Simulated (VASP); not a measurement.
# AlGaN2 (P-4m2) in VASP: a series of runs

Runs on AlGaN2. Level: LDA. Tasks: single point.

Program: VASP 6.6.1. These are calculated values, not measurements. Logs are shortened: lines on timing, memory, paths and dates and some standing lists are left out, and cuts for length are marked.

## Step 1: The cell of the first run

It takes space group P-4m2 (No. 115, tetragonal). The conventional cell has a = 3.178 Å, b = 3.178 Å, c = 4.282 Å, α = 90.00°, β = 90.00°, γ = 90.00°. Al (site symmetry -4m2) has 4 N at 1.89 Å within 2.5 Å. Ga (site symmetry -4m2) has 4 N at 1.94 Å within 2.6 Å. Within 2.5 Å of N (site symmetry 2mm) lie 2 Al at 1.89 Å and 2 Ga at 1.94 Å.

## Step 2: Single point, LDA (biaxial strain in the a-b plane: +2.0 %, then relaxed in part)

File INCAR:

```
SYSTEM = AlGaN2
PREC = Accurate
ENCUT = 520
EDIFF = 1E-6
ISMEAR = 0
SIGMA = 0.02
LREAL = .False.
LASPH = .True.
NELM = 80
ALGO = Normal
ISIF = 2
LWAVE = .False.
LCHARG = .True.
LELF = .True.
LVHAR = .True.
NBANDS = 21
```

File KPOINTS:

```
Automatic mesh
0
Gamma
  8 8 6
  0 0 0
```

File POSCAR:

```
AlGaN2
1.0
    3.1775921964      0.0000000000      0.0000000000
    0.0000000000      3.1775921964      0.0000000000
    0.0000000000      0.0000000000      4.2823875702
Al Ga N
1 1 2
Direct
    0.5000000000      0.5000000000      0.5000000000
    0.0000000000      0.0000000000      0.0000000000
    0.5000000000      0.0000000000      0.7393702606
    0.0000000000      0.5000000000      0.2606297394
```

Potentials or basis: VASP PAW LDA potentials, release 64 (Al, Ga_d, N).

On the command line:

```bash
> cat potpaw_LDA.64/Al/POTCAR potpaw_LDA.64/Ga_d/POTCAR potpaw_LDA.64/N/POTCAR > POTCAR
> mpirun -np 1 vasp_std > vasp.out
```

OUTCAR:

```text
SYSTEM = AlGaN2
   PREC = Accurate
   ENCUT = 520
   EDIFF = 1E-6
   ISMEAR = 0
   LREAL = .False.
   LASPH = .True.
   NELM = 80
   ISIF = 2

 ion  position               nearest neighbor table
   1  0.500  0.500  0.500-   3 1.89   4 1.89   3 1.89   4 1.89   2 3.10   2 3.10   2 3.10   2 3.10
                             2 3.10   2 3.10   2 3.10   2 3.10
   2  0.000  0.000  0.000-   3 1.94   4 1.94   4 1.94   3 1.94   1 3.10   1 3.10   1 3.10   1 3.10
                             1 3.10   1 3.10   1 3.10   1 3.10
   3  0.500  0.000  0.739-   1 1.89   1 1.89   2 1.94   2 1.94
   4  0.000  0.500  0.261-   1 1.89   1 1.89   2 1.94   2 1.94

  LATTYP: Found a simple tetragonal cell.
 ALAT       =     3.1775921964
 C/A-ratio  =     1.3476831845

  Lattice vectors:

 A1 = (   3.1775921964,   0.0000000000,   0.0000000000)
 A2 = (   0.0000000000,   3.1775921964,   0.0000000000)
 A3 = (   0.0000000000,   0.0000000000,   4.2823875702)

Analysis of symmetry for initial positions (statically):
=====================================================================
 Subroutine PRICEL returns:
 Original cell was already a primitive cell.

 Routine SETGRP: Setting up the symmetry group for a
 simple tetragonal supercell.

 Subroutine GETGRP returns: Found  8 space group operations
 (whereof  8 operations were pure point group operations)
 out of a pool of 16 trial point group operations.

The static configuration has the point symmetry D_2d.

Analysis of symmetry for dynamics (positions and initial velocities):
=====================================================================
 Subroutine PRICEL returns:
 Original cell was already a primitive cell.

 Routine SETGRP: Setting up the symmetry group for a
 simple tetragonal supercell.

 Subroutine GETGRP returns: Found  8 space group operations
 (whereof  8 operations were pure point group operations)
 out of a pool of 16 trial point group operations.

The dynamic configuration has the point symmetry D_2d.

 Subroutine INISYM returns: Found  8 space group operations
 (whereof  8 operations are pure point group operations),
 and found     1 'primitive' translations

----------------------------------------------------------------------------------------

                                     Primitive cell

  volume of cell :      43.2397

  direct lattice vectors                    reciprocal lattice vectors
     3.177592196  0.000000000  0.000000000     0.314703693  0.000000000  0.000000000
     0.000000000  3.177592196  0.000000000     0.000000000  0.314703693  0.000000000
     0.000000000  0.000000000  4.282387570     0.000000000  0.000000000  0.233514595

  length of vectors
[... 85 lines left out ...]
   NELM   =     80;   NELMIN=  2; NELMDL= -5     # of ELM steps
   EDIFF  = 0.1E-05   stopping-criterion for ELM
   LREAL  =      F    real-space projection
   EDIFFG = 0.1E-04   stopping-criterion for IOM
   NSW    =      0    number of steps for IOM
   IBRION =     -1    ionic relax: 0-MD 1-quasi-New 2-CG
   NFREE  =      0    steps in history (QN), initial steepest desc. (CG)
   ISIF   =      2    stress and relaxation
   ISYM   =      2    0-nonsym 1-usesym 2-fastsym
   POTIM  = 0.5000    time-step for ionic-motion
   TEBEG  =    0.0;   TEEND  =   0.0 temperature during run
   PSTRESS=    0.0 pullay stress
   NELECT =      26.0000    total number of electrons
   NUPDOWN=      -1.0000    fix difference up-down
   EMIN   =  10.00;   EMAX   =-10.00  energy-range for DOS
   EFERMI =   0.00;   METHOD = LEGACY
   ISMEAR =     0;   SIGMA  =   0.02  broadening in eV -4-tet -1-fermi 0-gaus
   EFERMI_NEDOS =   21; number of points for ismear=-14 and -15
   IALGO  =     38    algorithm
   IMIX   =      4    mixing-type and parameters
     AMIX     =   0.40;   BMIX     =  1.00
     AMIX_MAG =   1.60;   BMIX_MAG =  1.00
  volume/ion in A,a.u.               =      10.81        72.95
  Fermi-wavevector in a.u.,A,eV,Ry     =   1.381779  2.611183 25.977775  1.909313
  Thomas-Fermi vector in A             =   2.506531
   LORBIT       =      0    0 simple, 1 ext, 2 COOP (PROOUT), +10 PAW based schemes
   GGA     = CA    functional components
   LHFCALC =     F    Hartree Fock is set to
   AEXX    =    0.0000 exact exchange contribution
   IVDW    =     0    specifies the selected vdW correction
   LEPSILON=     F    determine dielectric tensor
   LRPA    =     F    only Hartree local field effects (RPA)
 non-spin polarized calculation
 Gauss-broadening in eV      SIGMA  =   0.02
  energy-cutoff  :      520.00
  volume of cell :       43.24
 maximum number of plane-waves:      1188
 NGX is ok and might be reduce to    24
   NGX = 11   NGY = 11   NGZ = 15

 number of electron      25.9999995 magnetization

 Free energy of the ion-electron system (eV)
  ---------------------------------------------------
  ext. energy  EPLUGINS =         0.00000000
  ---------------------------------------------------
  free energy    TOTEN  =       -30.29168394 eV

  energy without entropy =      -30.29168394  energy(sigma->0) =      -30.29168394

 E-fermi :   5.5270     XC(G=0): -11.7698

 val. band max:        5.4385306291   @ k =   0.0000   0.0000   0.0000
 cond. band min:       8.4277522141   @ k =   0.0000   0.0000   0.0000
 fundamental gap:      2.9892215850
 Fermi energy:         5.5269807677

 k-point     1 :       0.0000    0.0000    0.0000
  band No.  band energies     occupation
      1      -9.9372      2.00000
      2      -8.5670      2.00000
      3      -7.6136      2.00000
      4      -7.6136      2.00000
      5      -7.5654      2.00000
      6      -7.3897      2.00000
[... 565 lines left out ...]
     20      17.4229      0.00000
     21      17.6175      0.00000

 [... further k-points ...]
[... 5 lines left out ...]
  --------------------------------------------------------------------------------------
  -------------------------------------------------------------------------------------
  Total       -1.1678567     -1.1678567      0.2129976      0.0000000      0.0000000     -0.0000000
  in kB      -43.2730858    -43.2730858      7.8922898      0.0000000      0.0000000     -0.0000000
  external PRESSURE =     -26.2179606 kB  Pullay stress =       0.0000000 kB

 VOLUME and BASIS-vectors are now :
 -----------------------------------------------------------------------------
  energy-cutoff  :      520.00
  volume of cell :       43.24
      direct lattice vectors                 reciprocal lattice vectors
     3.177592196  0.000000000  0.000000000     0.314703693  0.000000000  0.000000000
     0.000000000  3.177592196  0.000000000     0.000000000  0.314703693  0.000000000
     0.000000000  0.000000000  4.282387570     0.000000000  0.000000000  0.233514595

 POSITION                                       TOTAL-FORCE (eV/Angst)
 -----------------------------------------------------------------------------------
      1.58880      1.58880      2.14119         0.000000     -0.000000      0.000000
      0.00000      0.00000      0.00000         0.000000      0.000000      0.000000
      1.58880      0.00000      3.16627        -0.000000      0.000000     -0.028075
      0.00000      1.58880      1.11612         0.000000      0.000000      0.028075
 -----------------------------------------------------------------------------------
    total drift:                                0.000000      0.000000     -0.000000

  FREE ENERGIE OF THE ION-ELECTRON SYSTEM (eV)
  ---------------------------------------------------
  free  energy   TOTEN  =       -30.2916839421 eV

  energy  without entropy=      -30.2916839421  energy(sigma->0) =      -30.29168394
```

Run time: 18 s. Hardware: 1 thread of Intel Xeon Platinum 8488C (Sapphire Rapids), shared host; peak memory 0.17 GiB.

What came out:

* Free energy: -30.2917 eV
* Pressure: -2.6 GPa
* Largest force: 0.028 eV/Å
* Band gap on the k mesh: 2.99 eV, direct

Forces in eV/Å, atoms in the order of the input:
```
Al   0.000  0.000  0.000
Ga   0.000  0.000  0.000
N    0.000  0.000 -0.028
N    0.000  0.000  0.028
```

Caveat: the cell differs from its parent crystal (biaxial strain in the a-b plane: +2.0 %, then relaxed in part).

## Step 3: Single point, LDA

File INCAR:

```
PREC = Accurate
ENCUT = 520
EDIFF = 1E-7
ISMEAR = 0
SIGMA = 0.02
LREAL = False
LASPH = True
NELM = 60
ALGO = Normal
ISIF = 2
LWAVE = False
LCHARG = True
GGA = CA
LELF = True
LVHAR = True
NBANDS = 21
```

File KPOINTS:

```
Automatic mesh
0
Gamma
  8 8 6
```

POSCAR is that of step 2.

Potentials or basis: VASP PAW LDA potentials, release 64 (Al, Ga_d, N).

On the command line:

```bash
> cat potpaw_LDA.64/Al/POTCAR potpaw_LDA.64/Ga_d/POTCAR potpaw_LDA.64/N/POTCAR > POTCAR
> mpirun -np 1 vasp_std > vasp.out
```

It took 19 s on 1 thread of Intel Xeon Platinum 8488C (Sapphire Rapids), shared host; peak memory 0.17 GiB.

It converged, with:

| Item | Value |
| --- | --- |
| Free energy | -30.2917 eV |
| Pressure | -2.6 GPa |
| Largest force | 0.028 eV/Å |
| Band gap on the k mesh | 2.99 eV, direct |

Forces on the atoms (eV/Å):
```
Al   0.000  0.000  0.000
Ga   0.000  0.000  0.000
N    0.000  0.000 -0.028
N    0.000  0.000  0.028
```

Stress tensor (GPa, compression positive):
```
-4.33  0.00  0.00
 0.00 -4.33  0.00
 0.00  0.00  0.79
```

Levels at points of the mesh, in eV from the valence-band top:
| k point | band 10 | band 11 | band 12 | band 13 | band 14 | band 15 | band 16 | band 17 |
| --- | --- | --- | --- | --- | --- | --- | --- | --- |
| (0.00, 0.00, 0.00) | -2.54 | -0.06 | 0.00 | 0.00 | 2.99 | 3.40 | 7.07 | 11.25 |
| (0.50, 0.00, 0.00) | -2.77 | -2.65 | -1.10 | -0.85 | 7.07 | 7.07 | 7.70 | 8.15 |
| (0.50, 0.50, 0.00) | -2.13 | -2.13 | -2.13 | -2.12 | 3.39 | 3.39 | 6.59 | 8.86 |
| (0.00, 0.00, 0.50) | -1.68 | -1.68 | -1.11 | -1.11 | 5.35 | 5.56 | 7.79 | 8.86 |
| (0.50, 0.00, 0.50) | -1.07 | -0.70 | -0.70 | -0.36 | 5.21 | 6.53 | 9.16 | 9.46 |
| (0.50, 0.50, 0.50) | -4.01 | -3.27 | -3.26 | -3.26 | 6.46 | 6.46 | 8.94 | 10.69 |

A k mesh can miss the band edges.

[end of part 1 of 2]
